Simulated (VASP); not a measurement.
The system is ScAl.

```xyz
2
Lattice="3.3703 0.0000 0.0000 0.0000 3.3703 0.0000 0.0000 0.0000 3.3703" Properties=species:S:1:pos:R:3 pbc="T T T"
Sc    1.6852    1.6852    1.6852
Al    0.0000    0.0000    0.0000
```

```yaml
Program: VASP 6.6.1
Task: relaxation of cell and atoms
Functional: PBEsol
Potentials_or_basis: VASP PAW PBE potentials, release 64 (Sc_sv, Al)
Cutoff: 600 eV
k_mesh: 12 × 12 × 12
Occupations: gaussian, width 0.1 eV
Spin: no spin polarisation
```

At the start: pressure -1.7 GPa; volume 19.14 Å³/atom.

Q: How do energy, volume and symmetry change on relaxing?

A: Over 3 steps the energy falls by 2.1 meV/atom and the volume is 18.74 Å³/atom (-2.1 %); space group Pm-3m (No. 221, to 0.05 Å).

The path:
| step | energy change (eV) | largest force (eV/Å) | pressure (GPa) | volume (Å³) |
| --- | --- | --- | --- | --- |
| 1 | 0.0000 | 0.0000 | -1.65 | 38.28 |
| 2 | -0.0037 | 0.0000 | 0.62 | 37.20 |
| 3 | -0.0042 | 0.0000 | 0.01 | 37.48 |

Final structure:
```
Sc Al
1.0
     3.34653    0.00000    0.00000
     0.00000    3.34653    0.00000
     0.00000    0.00000    3.34653
Sc Al
1 1
Direct
  0.50000 0.50000 0.50000
  0.00000 0.00000 0.00000
```

Caveat: the PAW data sets were made with another functional, which shifts forces and pressure a little.
